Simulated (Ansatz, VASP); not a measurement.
## One calculation of RuW2, two programs

```
CELL_PARAMETERS angstrom
3.18769 0.00000 0.00000
0.00000 3.18769 0.00000
0.00000 0.00000 9.24503
ATOMIC_POSITIONS crystal
Ru 0.00000 0.50000 0.89982
Ru 0.50000 0.00000 0.10018
W 0.00000 0.50000 0.58274
W 0.50000 0.00000 0.41726
W 0.50000 0.00000 0.76437
W 0.00000 0.50000 0.23563
```

Alike in both runs: functional PBE; k mesh 10 × 10 × 4; occupations gaussian, width 0.1 eV; no spin polarisation.

Ansatz relaxed the structure, and its values are those at the end. VASP's run is a single point on that final structure, the one shown.

```csv
,VASP,Ansatz
version,VASP 6.6.1,Ansatz 0.2.0
potentials or method,"VASP PAW PBE potentials, release 64 (Ru_pv, W_sv), cutoff 520 eV","scalar-relativistic, plane waves, PAW"
valence electrons in the cell,84,88
```

VASP gave:

| Item | Value |
| --- | --- |
| gap on the k mesh at the Fermi level (eV) | none |
| pressure (GPa) | 0.5 |
| rms of the force components (eV/Å) | 0.020 |

Problem. What did Ansatz give for the same quantities?

Solution. gap on the k mesh at the Fermi level (eV): none; pressure (GPa): 0.0; rms of the force components (eV/Å): 0.001.

A gap of «none» marks a metal or a gap that the smearing closes. The functional is the same, so the differences come from potentials, cutoffs and numerics. VASP's potentials hold 84 valence electrons a cell and Ansatz's 88, so a difference there can come from the potentials and not from the codes.

Neither program's run includes spin-orbit coupling.
